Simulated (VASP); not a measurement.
# MgH6Pb2N (Fm-3m) in VASP: notebook

MgH6Pb2N is run at these levels: PBE; tasks: single point, relaxation of cell and atoms.

Program: VASP 6.6.1. These are calculated values, not measurements. Logs are shortened: lines on timing, memory, paths and dates and some standing lists are left out, and cuts for length are marked.

## 1. The cell of the first run

Symmetry: Fm-3m, No. 225, cubic system. Conventional cell: a = 7.421 Å, b = 7.421 Å, c = 7.421 Å, α = 90.00°, β = 90.00°, γ = 90.00°. H (site symmetry 4mm) has 1 N at 1.32 Å within 1.8 Å. Within 3.5 Å of Pb (site symmetry -43m) lie 12 H at 2.68 Å and 4 N at 3.21 Å and 4 Mg at 3.21 Å. N (site symmetry m-3m) has 6 H at 1.32 Å within 1.8 Å. Within 3.2 Å of Mg (site symmetry m-3m) lie 6 H at 2.39 Å.

## 2. Single point, PBE

Input file INCAR:

```
SYSTEM = MgH6Pb2N
PREC = Accurate ; ENCUT = 520
EDIFF = 1E-6 ; ISMEAR = -1
SIGMA = 0.0244 ; LREAL = .FALSE.
LASPH = .TRUE. ; NELM = 100
ALGO = Normal ; ISIF = 2
LWAVE = .FALSE. ; LCHARG = .TRUE.
GGA = PE ; LELF = .TRUE.
LVHAR = .TRUE. ; NBANDS = 32
```

Input file KPOINTS:

```
regular mesh
0
G
  8 8 8
  0 0 0
```

Input file POSCAR:

```
MgH6Pb2N
1.0
    0.0000000000      3.7104113603      3.7104113603
    3.7104113603      0.0000000000      3.7104113603
    3.7104113603      3.7104113603      0.0000000000
H Pb N Mg
6 2 1 1
Direct
    0.6774717921      0.3225282079      0.3225282079
    0.3225282079      0.6774717921      0.3225282079
    0.3225282079      0.6774717921      0.6774717921
    0.6774717921      0.3225282079      0.6774717921
    0.3225282079      0.3225282079      0.6774717921
    0.6774717921      0.6774717921      0.3225282079
    0.2500000000      0.2500000000      0.2500000000
    0.7500000000      0.7500000000      0.7500000000
    0.5000000000      0.5000000000      0.5000000000
    0.0000000000      0.0000000000      0.0000000000
```

Potentials or basis: VASP PAW PBE potentials, release 64 (H, Pb_d, N, Mg).

Run with:

```
> cat potpaw_PBE.64/H/POTCAR potpaw_PBE.64/Pb_d/POTCAR potpaw_PBE.64/N/POTCAR potpaw_PBE.64/Mg/POTCAR > POTCAR
> mpirun -np 1 vasp_std > vasp.out
```

OUTCAR:

```text
SYSTEM = MgH6Pb2N
   PREC = Accurate
   ENCUT = 520
   EDIFF = 1E-6
   ISMEAR = -1
   LREAL = .FALSE.
   LASPH = .TRUE.
   NELM = 100
   ISIF = 2
   GGA = PE

 ion  position               nearest neighbor table
   1  0.677  0.323  0.323-   9 1.32
   2  0.323  0.677  0.323-   9 1.32
   3  0.323  0.677  0.677-   9 1.32
   4  0.677  0.323  0.677-   9 1.32
   5  0.323  0.323  0.677-   9 1.32
   6  0.677  0.677  0.323-   9 1.32
   7  0.250  0.250  0.250-  10 3.21  10 3.21  10 3.21  10 3.21   8 3.71   8 3.71   8 3.71   8 3.71
                             8 3.71   8 3.71
   8  0.750  0.750  0.750-  10 3.21  10 3.21  10 3.21  10 3.21   7 3.71   7 3.71   7 3.71   7 3.71
                             7 3.71   7 3.71
   9  0.500  0.500  0.500-   1 1.32   2 1.32   3 1.32   4 1.32   5 1.32   6 1.32
  10  0.000  0.000  0.000-   8 3.21   8 3.21   8 3.21   7 3.21   8 3.21   7 3.21   7 3.21   7 3.21

  LATTYP: Found a face centered cubic cell.
 ALAT       =     7.4208227206

  Lattice vectors:

 A1 = (   0.0000000000,   3.7104113603,   3.7104113603)
 A2 = (   3.7104113603,   0.0000000000,   3.7104113603)
 A3 = (   3.7104113603,   3.7104113603,   0.0000000000)

Analysis of symmetry for initial positions (statically):
=====================================================================
 Subroutine PRICEL returns:
 Original cell was already a primitive cell.

 Routine SETGRP: Setting up the symmetry group for a
 face centered cubic supercell.

 Subroutine GETGRP returns: Found 48 space group operations
 (whereof 48 operations were pure point group operations)
 out of a pool of 48 trial point group operations.

The static configuration has the point symmetry O_h .

Analysis of symmetry for dynamics (positions and initial velocities):
=====================================================================
 Subroutine PRICEL returns:
 Original cell was already a primitive cell.

 Routine SETGRP: Setting up the symmetry group for a
 face centered cubic supercell.

 Subroutine GETGRP returns: Found 48 space group operations
 (whereof 48 operations were pure point group operations)
 out of a pool of 48 trial point group operations.

The dynamic configuration has the point symmetry O_h .

 Subroutine INISYM returns: Found 48 space group operations
 (whereof 48 operations are pure point group operations),
 and found     1 'primitive' translations

[... 112 lines left out ...]
   EDIFFG = 0.1E-04   stopping-criterion for IOM
   NSW    =      0    number of steps for IOM
   IBRION =     -1    ionic relax: 0-MD 1-quasi-New 2-CG
   NFREE  =      0    steps in history (QN), initial steepest desc. (CG)
   ISIF   =      2    stress and relaxation
   ISYM   =      2    0-nonsym 1-usesym 2-fastsym
   POTIM  = 0.5000    time-step for ionic-motion
   TEBEG  =    0.0;   TEEND  =   0.0 temperature during run
   PSTRESS=    0.0 pullay stress
   NELECT =      41.0000    total number of electrons
   NUPDOWN=      -1.0000    fix difference up-down
   EMIN   =  10.00;   EMAX   =-10.00  energy-range for DOS
   EFERMI =   0.00;   METHOD = LEGACY
   ISMEAR =    -1;   SIGMA  =   0.02  broadening in eV -4-tet -1-fermi 0-gaus
   EFERMI_NEDOS =   21; number of points for ismear=-14 and -15
   IALGO  =     38    algorithm
   IMIX   =      4    mixing-type and parameters
     AMIX     =   0.40;   BMIX     =  1.00
     AMIX_MAG =   1.60;   BMIX_MAG =  1.00
  volume/ion in A,a.u.               =      10.22        68.94
  Fermi-wavevector in a.u.,A,eV,Ry     =   1.207547  2.281933 19.839605  1.458170
  Thomas-Fermi vector in A             =   2.343181
   LORBIT       =      0    0 simple, 1 ext, 2 COOP (PROOUT), +10 PAW based schemes
   GGA     = PE    functional components
   LHFCALC =     F    Hartree Fock is set to
   AEXX    =    0.0000 exact exchange contribution
   IVDW    =     0    specifies the selected vdW correction
   LEPSILON=     F    determine dielectric tensor
   LRPA    =     F    only Hartree local field effects (RPA)
 non-spin polarized calculation
  energy-cutoff  :      520.00
  volume of cell :      102.16
 maximum number of plane-waves:      2786
   NGX = 19   NGY = 19   NGZ = 19

 number of electron      40.9999999 magnetization

 Free energy of the ion-electron system (eV)
  ---------------------------------------------------
  ext. energy  EPLUGINS =         0.00000000
  ---------------------------------------------------
  free energy    TOTEN  =       -30.91725344 eV

  energy without entropy =      -30.91036642  energy(sigma->0) =      -30.91380993

 E-fermi :   6.1148     XC(G=0): -10.3685

 val. band max:        6.1022857010   @ k =  -0.2500   0.1250   0.0000
 cond. band min:       6.1179718132   @ k =   0.2500   0.1250   0.0000
 fundamental gap:      0.0156861122
 Fermi energy:         6.1148307423

 k-point     1 :       0.0000    0.0000    0.0000
  band No.  band energies     occupation
      1     -12.3507      2.00000
      2     -11.0003      2.00000
      3     -11.0003      2.00000
      4     -10.9787      2.00000
      5     -10.9787      2.00000
      6     -10.9787      2.00000
[... 829 lines left out ...]
     31      14.3841      0.00000
     32      14.9121      0.00000

 [... further k-points ...]
[... 5 lines left out ...]
  --------------------------------------------------------------------------------------
  -------------------------------------------------------------------------------------
  Total        3.0342389      3.0342389      3.0342389      0.0000000      0.0000000      0.0000000
  in kB       47.5843531     47.5843531     47.5843531      0.0000000      0.0000000      0.0000000
  external PRESSURE =      47.5843531 kB  Pullay stress =       0.0000000 kB

 VOLUME and BASIS-vectors are now :
 -----------------------------------------------------------------------------
  energy-cutoff  :      520.00
  volume of cell :      102.16
      direct lattice vectors                 reciprocal lattice vectors
     0.000000000  3.710411360  3.710411360    -0.134755948  0.134755948  0.134755948
     3.710411360  0.000000000  3.710411360     0.134755948 -0.134755948  0.134755948
     3.710411360  3.710411360  0.000000000     0.134755948  0.134755948 -0.134755948

 POSITION                                       TOTAL-FORCE (eV/Angst)
 -----------------------------------------------------------------------------------
      2.39342      3.71041      3.71041        -0.000349     -0.000000      0.000000
      3.71041      2.39342      3.71041         0.000000     -0.000349      0.000000
      5.02740      3.71041      3.71041         0.000349     -0.000000      0.000000
      3.71041      5.02740      3.71041         0.000000      0.000349      0.000000
      3.71041      3.71041      2.39342         0.000000     -0.000000     -0.000349
      3.71041      3.71041      5.02740         0.000000     -0.000000      0.000349
      1.85521      1.85521      1.85521        -0.000000     -0.000000      0.000000
      5.56562      5.56562      5.56562         0.000000     -0.000000      0.000000
      3.71041      3.71041      3.71041         0.000000     -0.000000      0.000000
      0.00000      0.00000      0.00000         0.000000     -0.000000      0.000000
 -----------------------------------------------------------------------------------
    total drift:                               -0.000000     -0.000000      0.000000

  FREE ENERGIE OF THE ION-ELECTRON SYSTEM (eV)
  ---------------------------------------------------
  free  energy   TOTEN  =       -30.9172534415 eV

  energy  without entropy=      -30.9103664200  energy(sigma->0) =      -30.91380993
```

OSZICAR:

```text
N       E                     dE             d eps       ncg     rms          rms(c)
DAV:   1     0.413393261030E+03    0.41339E+03   -0.18715E+04  1864   0.136E+03
DAV:   2     0.114312224217E+02   -0.40196E+03   -0.38302E+03  1912   0.391E+02
DAV:   3    -0.301116955807E+02   -0.41543E+02   -0.40269E+02  2368   0.141E+02
DAV:   4    -0.320868940721E+02   -0.19752E+01   -0.19609E+01  2232   0.311E+01
DAV:   5    -0.321663278217E+02   -0.79434E-01   -0.79415E-01  2480   0.667E+00    0.630E+00
DAV:   6    -0.308862521186E+02    0.12801E+01   -0.28273E+00  3240   0.130E+01    0.289E+00
DAV:   7    -0.309248059628E+02   -0.38554E-01   -0.86475E-01  2008   0.402E+00    0.175E+00
DAV:   8    -0.309361003773E+02   -0.11294E-01   -0.22459E-01  2664   0.268E+00    0.922E-01
DAV:   9    -0.309167935913E+02    0.19307E-01   -0.40603E-02  2408   0.165E+00    0.355E-01
DAV:  10    -0.309171722081E+02   -0.37862E-03   -0.25435E-02  2144   0.634E-01    0.106E-01
DAV:  11    -0.309172888464E+02   -0.11664E-03   -0.12753E-03  2496   0.239E-01    0.502E-02
DAV:  12    -0.309172505948E+02    0.38252E-04   -0.55617E-05  2600   0.618E-02    0.100E-02
DAV:  13    -0.309172535638E+02   -0.29690E-05   -0.40687E-05  2264   0.262E-02    0.300E-03
DAV:  14    -0.309172534415E+02    0.12227E-06   -0.10794E-06  1696   0.831E-03
   1 F= -.30917253E+02 E0= -.30913810E+02  d E =-.688702E-02
```

It took 66 s on 1 thread of Oxide Virtual Turin-like, shared host; peak memory 0.26 GiB.

Results:

```
Free energy : -30.9173 eV
Pressure    : 4.8 GPa
```

Caveat: spin-orbit coupling is left out, which moves the levels of the heavy elements.

## 3. Relaxation of cell and atoms, PBE, target pressure 5 GPa, at which the enthalpy is minimised

This run uses another cell than the first one, of 10.29 Å³/atom, 1.007 times its volume.

Input file INCAR:

```
SYSTEM = MgH6Pb2N
ALGO = Normal ; EDIFF = 1E-6
EDIFFG = -0.03 ; ENCUT = 600
GGA = PE ; IBRION = 2
ISIF = 3 ; ISMEAR = -1
LASPH = .TRUE. ; LCHARG = .FALSE.
LREAL = .FALSE. ; LWAVE = .FALSE.
NELM = 80 ; NSW = 60
PREC = Accurate ; PSTRESS = 50.0
SIGMA = 0.0244
```

Input file KPOINTS:

```
k-points
0
G
  8 8 8
  0 0 0
```

Input file POSCAR:

```
MgH6Pb2N
1.0
    0.0000000000      3.7191400000      3.7191400000
    3.7191400000      0.0000000000      3.7191400000
    3.7191400000      3.7191400000      0.0000000000
H Pb N Mg
6 2 1 1
Direct
    0.7392000000      0.2608000000      0.2608000000
    0.2608000000      0.7392000000      0.2608000000
    0.2608000000      0.7392000000      0.7392000000
    0.7392000000      0.2608000000      0.7392000000
    0.2608000000      0.2608000000      0.7392000000
    0.7392000000      0.7392000000      0.2608000000
    0.2500000000      0.2500000000      0.2500000000
    0.7500000000      0.7500000000      0.7500000000
    0.5000000000      0.5000000000      0.5000000000
    0.0000000000      0.0000000000      0.0000000000
```

Potentials or basis: VASP PAW PBE potentials, release 64 (H, Pb_d, N, Mg).

Run with:

```
> cat potpaw_PBE.64/H/POTCAR potpaw_PBE.64/Pb_d/POTCAR potpaw_PBE.64/N/POTCAR potpaw_PBE.64/Mg/POTCAR > POTCAR
> mpirun -np 1 vasp_std > vasp.out
```

Wall time 15 min (1 thread of Oxide Virtual Turin-like, shared host); peak memory 0.31 GiB.

The run converged. Its results:

| Item | Value |
| --- | --- |
| Free energy | -30.9155 eV |
| Relaxed volume | 10.19 Å³/atom |
| Relaxed cell | a = 5.244 Å, b = 5.244 Å, c = 5.244 Å, α = 60.00°, β = 60.00°, γ = 60.00° |
| Space group after relaxing (to 0.05 Å) | Fm-3m (No. 225) |
| Energy change on relaxing (the enthalpy is what falls) | -169.6 meV/atom |
| Ionic steps | 14 |
| Pressure after relaxing | 4.9 GPa |
| Largest force after relaxing | 0.013 eV/Å |

Forces in eV/Å, atoms in the order of the input:
```
H    0.013  0.000  0.000
H    0.000  0.013  0.000
H   -0.013  0.000  0.000
H    0.000 -0.013  0.000
H    0.000  0.000  0.013
H    0.000  0.000 -0.013
Pb   0.000  0.000  0.000
Pb   0.000  0.000  0.000
N    0.000  0.000  0.000
Mg   0.000  0.000  0.000
```

The path:
| step | energy change (eV) | largest force (eV/Å) | pressure (GPa) | volume (Å³) |
| --- | --- | --- | --- | --- |
| 1 | 0.0000 | 0.8888 | 3.22 | 102.89 |
| 2 | -0.1859 | 0.8533 | 3.90 | 101.19 |
| 3 | -0.6530 | 0.7861 | 7.04 | 96.21 |
| 4 | -0.5602 | 0.3281 | 21.45 | 86.75 |
| 5 | -0.8678 | 0.6131 | 11.36 | 91.97 |
| 6 | -0.8076 | 0.1648 | 16.96 | 88.64 |
| 7 | -0.8750 | 0.3980 | 14.36 | 90.00 |
| 8 | -1.1268 | 0.2048 | 12.70 | 92.02 |
| 9 | -1.3998 | 0.3328 | 10.72 | 96.11 |
| 10 | -1.5884 | 0.1067 | 7.35 | 99.15 |
| 11 | -1.6805 | 0.0343 | 5.19 | 101.46 |
| 12 | -1.6839 | 0.0402 | 5.09 | 101.57 |
| 13 | -1.6871 | 0.0335 | 5.04 | 101.66 |
| 14 | -1.6964 | 0.0133 | 4.94 | 101.94 |

Final structure:
```cif
data_structure
_symmetry_space_group_name_H-M 'P 1'
_symmetry_Int_Tables_number 1
_cell_length_a 5.2435
_cell_length_b 5.2435
_cell_length_c 5.2435
_cell_angle_alpha 60.000
_cell_angle_beta 60.000
_cell_angle_gamma 60.000
_cell_volume 101.94
loop_
_atom_site_label
_atom_site_type_symbol
_atom_site_fract_x
_atom_site_fract_y
_atom_site_fract_z
_atom_site_occupancy
H1 H 0.67784 0.32216 0.32216 1
H2 H 0.32216 0.67784 0.32216 1
H3 H 0.32216 0.67784 0.67784 1
H4 H 0.67784 0.32216 0.67784 1
H5 H 0.32216 0.32216 0.67784 1
H6 H 0.67784 0.67784 0.32216 1
Pb1 Pb 0.25000 0.25000 0.25000 1
Pb2 Pb 0.75000 0.75000 0.75000 1
N1 N 0.50000 0.50000 0.50000 1
Mg1 Mg 0.00000 0.00000 0.00000 1
```

Levels at points of the mesh, in eV from the Fermi level:
```csv
k point,band 18,band 19,band 20,band 21,band 22,band 23,band 24,band 25
"(0.00, 0.00, 0.00)",-1.65,-1.65,-1.34,-1.34,0.55,0.55,0.55,0.97
"(0.50, 0.00, 0.00)",-2.96,-2.14,-1.22,0.48,0.48,1.53,1.53,4.47
"(0.50, 0.50, 0.00)",-1.59,-1.59,-1.16,-1.08,2.84,2.84,3.56,4.13
```

Caveat: the cell is relaxed towards a set pressure, so the enthalpy falls and the energy may rise; spin-orbit coupling is left out, which moves the levels of the heavy elements.
